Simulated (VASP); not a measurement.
Wanted: the native input for a VASP 6.6.1 run.

| Property | Result |
| --- | --- |
| Task | density of states |
| Functional | PBEsol |
| Potentials or basis | VASP PAW PBE potentials, release 64 (Pt) |
| Cutoff | 520 eV |
| k mesh | 17 × 17 × 10 |
| Occupations | fermi-dirac, width 0.05 eV |
| Spin | no spin polarisation |
| Dipole correction | no |
| k mesh for the DOS | 26 × 26 × 15 |
| Occupations for the DOS | tetrahedron |
| Further INCAR settings | ALGO = Normal; EDIFF = 1e-06 |

Crystal: Pt.

```
Pt
1.0
     2.21597    0.00000    0.00000
    -1.10798    1.91908    0.00000
     0.00000    0.00000    3.70163
Pt
2
Direct
  0.33333 0.66667 0.25000
  0.66667 0.33333 0.75000
```

This cell differs from its parent crystal: volume scaled by 0.52.

These files were run (other wordings do the same):

POSCAR

```
Pt
1.0
    2.2159656156      0.0000000000      0.0000000000
   -1.1079828078      1.9190825170      0.0000000000
    0.0000000000      0.0000000000      3.7016325892
Pt
2
Direct
    0.3333333333      0.6666666667      0.2500000000
    0.6666666667      0.3333333333      0.7500000000
```

INCAR.step1

```
SYSTEM = Pt
PREC = Accurate
ENCUT = 520
EDIFF = 1E-6
ISMEAR = -1
SIGMA = 0.05
LREAL = .False.
LASPH = .True.
NELM = 60
ALGO = Normal
ISIF = 2
LWAVE = .False.
LCHARG = .True.
LMAXMIX = 4
GGA = PS
NBANDS = 17
```

KPOINTS.step1

```
regular mesh
0
Gamma
  17 17 10
  0 0 0
```

INCAR.step2

```
SYSTEM = Pt
PREC = Accurate
ENCUT = 520
EDIFF = 1E-6
ISMEAR = -5
SIGMA = 0.05
LREAL = .False.
LASPH = .True.
NELM = 60
ALGO = Normal
ISIF = 2
LWAVE = .False.
LCHARG = .False.
LMAXMIX = 4
GGA = PS
LORBIT = 11
NEDOS = 1001
ICHARG = 11
```

KPOINTS.step2

```
regular mesh
0
Gamma
  26 26 15
  0 0 0
```

Potentials or basis: VASP PAW PBE potentials, release 64 (Pt).

Command:

```console
$ cat potpaw_PBE.64/Pt/POTCAR > POTCAR
$ cp INCAR.step1 INCAR
$ cp KPOINTS.step1 KPOINTS
$ mpirun -np 1 vasp_std > vasp.out
$ cp INCAR.step2 INCAR
$ cp KPOINTS.step2 KPOINTS
$ mpirun -np 1 vasp_std > vasp.out
```

Run time: 62 s on 1 thread of Intel(R) Xeon(R) Platinum 8559C (Emerald Rapids) (shared host), peak memory 0.23 GiB.
